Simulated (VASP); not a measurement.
# MgO: single point with PBEsol

MgO:

```
CELL_PARAMETERS angstrom
0.00000 1.73506 1.73506
1.73506 0.00000 1.73506
1.73506 1.73506 0.00000
ATOMIC_POSITIONS crystal
Mg 0.00000 0.00000 0.00000
O 0.50000 0.50000 0.50000
```

| Property | Result |
| --- | --- |
| Program | VASP 6.6.1 |
| Task | single point |
| Functional | PBEsol |
| Potentials or basis | VASP PAW PBE potentials, release 64 (Mg, O) |
| Cutoff | 600 eV |
| k mesh | 10 × 10 × 10 |
| Occupations | gaussian, width 0.01 eV |
| Spin | no spin polarisation |

```
Pressure               : 315.9 GPa
Band gap on the k mesh : 8.66 eV (least direct gap 10.98 eV)
```

Levels at points of the mesh, in eV from the valence-band top:
```
           k point  band 1  band 2  band 3  band 4  band 5  band 6  band 7  band 8
(0.00, 0.00, 0.00)  -21.31    0.00    0.00    0.00   12.68   18.57   18.57   18.57
(0.50, 0.00, 0.00)  -17.78   -8.04   -1.77   -1.77   11.99   19.76   22.97   22.97
(0.50, 0.50, 0.00)  -17.55   -6.99   -2.32   -2.32    8.66   17.98   20.52   29.74
```

Run time: 5.3 s on 1 thread of Intel(R) Xeon(R) Platinum 8559C (Emerald Rapids) (shared host), peak memory 0.12 GiB.

Caveat: the cell stands under pressure; the PAW data sets were made with another functional, which shifts forces and pressure a little. A k mesh can miss the band edges.
